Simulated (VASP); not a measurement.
# Ta3Cu (I4/mmm) in VASP: single point with PBEsol

Aim: the single point of Ta3Cu with PBEsol.

Program: VASP 6.6.1. These are calculated values, not measurements. Logs are shortened: lines on timing, memory, paths and dates and some standing lists are left out, and cuts for length are marked.

### Step 1. The cell of the first run

Symmetry: I4/mmm, No. 139, tetragonal system. Conventional cell: a = 4.013 Å, b = 4.013 Å, c = 8.416 Å, α = 90.00°, β = 90.00°, γ = 90.00°. Within 3.7 Å of Ta (site symmetry -4m2) lie 8 Ta at 2.84 to 2.91 Å and 4 Cu at 2.91 Å. Within 3.7 Å of Ta (site symmetry 4/mmm) lie 4 Cu at 2.84 Å and 8 Ta at 2.91 Å. Cu (site symmetry 4/mmm) has 12 Ta at 2.84 to 2.91 Å within 3.7 Å.

### Step 2. Single point, PBEsol

File INCAR:

```
SYSTEM = Ta3Cu
ALGO = Normal ; EDIFF = 1E-6
ENCUT = 520 ; GGA = PS
ISIF = 2 ; ISMEAR = 0
LASPH = .True. ; LCHARG = .False.
LREAL = .False. ; LWAVE = .False.
NBANDS = 30 ; NELM = 60
PREC = Accurate ; SIGMA = 0.1
```

File KPOINTS:

```
k-points
0
Gamma
  8 8 8
  0 0 0
```

File POSCAR:

```
Ta3Cu
1.0
   -2.0065070000      2.0065070000      4.2081700000
    2.0065070000     -2.0065070000      4.2081700000
    2.0065070000      2.0065070000     -4.2081700000
Ta Cu
3 1
Direct
    0.7500000000      0.2500000000      0.5000000000
    0.2500000000      0.7500000000      0.5000000000
    0.5000000000      0.5000000000      0.0000000000
    0.0000000000      0.0000000000      0.0000000000
```

Potentials or basis: VASP PAW PBE potentials, release 64 (Ta_pv, Cu).

Launch:

```bash
cat potpaw_PBE.64/Ta_pv/POTCAR potpaw_PBE.64/Cu/POTCAR > POTCAR
mpirun -np 1 vasp_std > vasp.out
```

OUTCAR:

```text
SYSTEM = Ta3Cu
   EDIFF = 1E-6
   ENCUT = 520
   GGA = PS
   ISIF = 2
   ISMEAR = 0
   LASPH = .True.
   LREAL = .False.
   NELM = 60
   PREC = Accurate

 ion  position               nearest neighbor table
   1  0.750  0.250  0.500-   2 2.84   2 2.84   2 2.84   2 2.84   4 2.91   3 2.91   4 2.91   4 2.91
                             3 2.91   3 2.91   4 2.91   3 2.91
   2  0.250  0.750  0.500-   1 2.84   1 2.84   1 2.84   1 2.84   4 2.91   3 2.91   4 2.91   3 2.91
                             4 2.91   4 2.91   3 2.91   3 2.91
   3  0.500  0.500  0.000-   4 2.84   4 2.84   4 2.84   4 2.84   2 2.91   1 2.91   2 2.91   1 2.91
                             2 2.91   2 2.91   1 2.91   1 2.91
   4  0.000  0.000  0.000-   3 2.84   3 2.84   3 2.84   3 2.84   2 2.91   1 2.91   2 2.91   2 2.91
                             1 2.91   1 2.91   2 2.91   1 2.91

  LATTYP: Found a body centered tetragonal cell.
 ALAT       =     4.0130140000
 C/A-ratio  =     2.0972615595

  Lattice vectors:

 A1 = (  -2.0065070000,   2.0065070000,   4.2081700000)
 A2 = (   2.0065070000,  -2.0065070000,   4.2081700000)
 A3 = (   2.0065070000,   2.0065070000,  -4.2081700000)

Analysis of symmetry for initial positions (statically):
=====================================================================
 Subroutine PRICEL returns:
 Original cell was already a primitive cell.

 Routine SETGRP: Setting up the symmetry group for a
 body centered tetragonal supercell.

 Subroutine GETGRP returns: Found 16 space group operations
 (whereof 16 operations were pure point group operations)
 out of a pool of 16 trial point group operations.

The static configuration has the point symmetry D_4h.

Analysis of symmetry for dynamics (positions and initial velocities):
=====================================================================
 Subroutine PRICEL returns:
 Original cell was already a primitive cell.

 Routine SETGRP: Setting up the symmetry group for a
 body centered tetragonal supercell.

 Subroutine GETGRP returns: Found 16 space group operations
 (whereof 16 operations were pure point group operations)
 out of a pool of 16 trial point group operations.

The dynamic configuration has the point symmetry D_4h.

 Subroutine INISYM returns: Found 16 space group operations
 (whereof 16 operations are pure point group operations),
 and found     1 'primitive' translations

[... 97 lines left out ...]
   NELM   =     60;   NELMIN=  2; NELMDL= -5     # of ELM steps
   EDIFF  = 0.1E-05   stopping-criterion for ELM
   LREAL  =      F    real-space projection
   EDIFFG = 0.1E-04   stopping-criterion for IOM
   NSW    =      0    number of steps for IOM
   IBRION =     -1    ionic relax: 0-MD 1-quasi-New 2-CG
   NFREE  =      0    steps in history (QN), initial steepest desc. (CG)
   ISIF   =      2    stress and relaxation
   ISYM   =      2    0-nonsym 1-usesym 2-fastsym
   POTIM  = 0.5000    time-step for ionic-motion
   TEBEG  =    0.0;   TEEND  =   0.0 temperature during run
   PSTRESS=    0.0 pullay stress
   NELECT =      44.0000    total number of electrons
   NUPDOWN=      -1.0000    fix difference up-down
   EMIN   =  10.00;   EMAX   =-10.00  energy-range for DOS
   EFERMI =   0.00;   METHOD = LEGACY
   ISMEAR =     0;   SIGMA  =   0.10  broadening in eV -4-tet -1-fermi 0-gaus
   EFERMI_NEDOS =   21; number of points for ismear=-14 and -15
   IALGO  =     38    algorithm
   IMIX   =      4    mixing-type and parameters
     AMIX     =   0.40;   BMIX     =  1.00
     AMIX_MAG =   1.60;   BMIX_MAG =  1.00
  volume/ion in A,a.u.               =      16.94       114.33
  Fermi-wavevector in a.u.,A,eV,Ry     =   1.417580  2.678837 27.341349  2.009532
  Thomas-Fermi vector in A             =   2.538795
   LORBIT       =      0    0 simple, 1 ext, 2 COOP (PROOUT), +10 PAW based schemes
   GGA     = PS    functional components
   LHFCALC =     F    Hartree Fock is set to
   AEXX    =    0.0000 exact exchange contribution
   IVDW    =     0    specifies the selected vdW correction
   LEPSILON=     F    determine dielectric tensor
   LRPA    =     F    only Hartree local field effects (RPA)
 non-spin polarized calculation
 Gauss-broadening in eV      SIGMA  =   0.10
  energy-cutoff  :      520.00
  volume of cell :       67.77
 maximum number of plane-waves:      1863
 NGX is ok and might be reduce to    40
   NGX = 19   NGY = 19   NGZ = 19

 number of electron      43.9999994 magnetization

 Free energy of the ion-electron system (eV)
  ---------------------------------------------------
  ext. energy  EPLUGINS =         0.00000000
  ---------------------------------------------------
  free energy    TOTEN  =       -41.24079677 eV

  energy without entropy =      -41.22123985  energy(sigma->0) =      -41.23101831

 E-fermi :   5.8149     XC(G=0): -12.6053

 val. band max:        5.8148634027   @ k =  -0.2500  -0.2500   0.1250
 cond. band min:       5.8466294674   @ k =  -0.2500   0.3750   0.2500
 fundamental gap:      0.0317660647
 Fermi energy:         5.8148852225

 k-point     1 :       0.0000    0.0000    0.0000
  band No.  band energies     occupation
      1     -28.7480      2.00000
      2     -28.5887      2.00000
      3     -28.5887      2.00000
      4     -28.4021      2.00000
      5     -28.4021      2.00000
      6     -28.2298      2.00000
[... 781 lines left out ...]
     29       9.5847      0.00000
     30      10.3380      0.00000

 [... further k-points ...]

------------------------ aborting loop because EDIFF is reached ----------------------------------------

  FORCE on cell =-STRESS in cart. coord.  units (eV):
  Direction    XX          YY          ZZ          XY          YZ          ZX
  --------------------------------------------------------------------------------------
  -------------------------------------------------------------------------------------
  Total       -2.5423226     -2.5423226     -2.6503755      0.0000000     -0.0000000     -0.0000000
  in kB      -60.1044474    -60.1044474    -62.6589869      0.0000000     -0.0000000     -0.0000000
  external PRESSURE =     -60.9559606 kB  Pullay stress =       0.0000000 kB

 VOLUME and BASIS-vectors are now :
 -----------------------------------------------------------------------------
  energy-cutoff  :      520.00
  volume of cell :       67.77
      direct lattice vectors                 reciprocal lattice vectors
    -2.006507000  2.006507000  4.208170000     0.000000000  0.249189263  0.118816493
     2.006507000 -2.006507000  4.208170000     0.249189263  0.000000000  0.118816493
     2.006507000  2.006507000 -4.208170000     0.249189263  0.249189263  0.000000000

 POSITION                                       TOTAL-FORCE (eV/Angst)
 -----------------------------------------------------------------------------------
      0.00000      2.00651      2.10408        -0.000000      0.000000     -0.000000
      2.00651      0.00000      2.10408         0.000000     -0.000000      0.000000
      0.00000      0.00000      4.20817        -0.000000     -0.000000     -0.000000
      0.00000      0.00000      0.00000        -0.000000     -0.000000     -0.000000
 -----------------------------------------------------------------------------------
    total drift:                               -0.000000     -0.000000      0.000000

  FREE ENERGIE OF THE ION-ELECTRON SYSTEM (eV)
  ---------------------------------------------------
  free  energy   TOTEN  =       -41.2407967750 eV

  energy  without entropy=      -41.2212398530  energy(sigma->0) =      -41.23101831
```

OSZICAR:

```text
N       E                     dE             d eps       ncg     rms          rms(c)
DAV:   1     0.403850245975E+03    0.40385E+03   -0.23457E+04  3676   0.178E+03
DAV:   2    -0.216550040681E+02   -0.42551E+03   -0.41350E+03  3678   0.461E+02
DAV:   3    -0.448966684003E+02   -0.23242E+02   -0.21637E+02  4556   0.103E+02
[... 13 lines left out ...]
DAV:  17    -0.412423339152E+02    0.16607E-02   -0.79369E-04  4784   0.674E-01    0.306E-01
DAV:  18    -0.412407829678E+02    0.15509E-02   -0.33410E-03  4848   0.132E+00    0.513E-02
DAV:  19    -0.412407962252E+02   -0.13257E-04   -0.66786E-04  4730   0.200E-01    0.127E-02
DAV:  20    -0.412407969158E+02   -0.69056E-06   -0.18106E-05  4502   0.397E-02    0.994E-03
DAV:  21    -0.412407967750E+02    0.14082E-06   -0.60907E-07  2318   0.162E-02
   1 F= -.41240797E+02 E0= -.41231018E+02  d E =-.195569E-01
```

stdout:

```text
POSCAR found type information on POSCAR TaCu
 POSCAR found :  2 types and       4 ions
 scaLAPACK will be used
 -----------------------------------------------------------------------------
|                                                                             |
|                                                                             |
|     You enforced a specific xc type in the INCAR file but a different       |
|     I HOPE YOU KNOW WHAT YOU ARE DOING!                                     |
|                                                                             |
 -----------------------------------------------------------------------------

 LDA part: xc-table for (Slater+PW92), standard interpolation
 POSCAR, INCAR and KPOINTS ok, starting setup
 FFT: planning ... GRIDC
 FFT: planning ... GRID_SOFT
 FFT: planning ... GRID
 WAVECAR not read
 entering main loop
```

Wall time 4.8 min (1 thread of Intel Xeon Platinum 8375C at 2.90GHz (Ice Lake), shared host); peak memory 0.3 GiB.

Results:

```yaml
Free_energy: -41.2408 eV
Pressure: -6.1 GPa
Band_gap_on_the_k_mesh: zero (bands 22 and 23 overlap by 1.07 eV)
```

Caveat: the cell stands under tension; the PAW data sets were made with another functional, which shifts forces and pressure a little; spin-orbit coupling is left out, which moves the levels of the heavy elements.
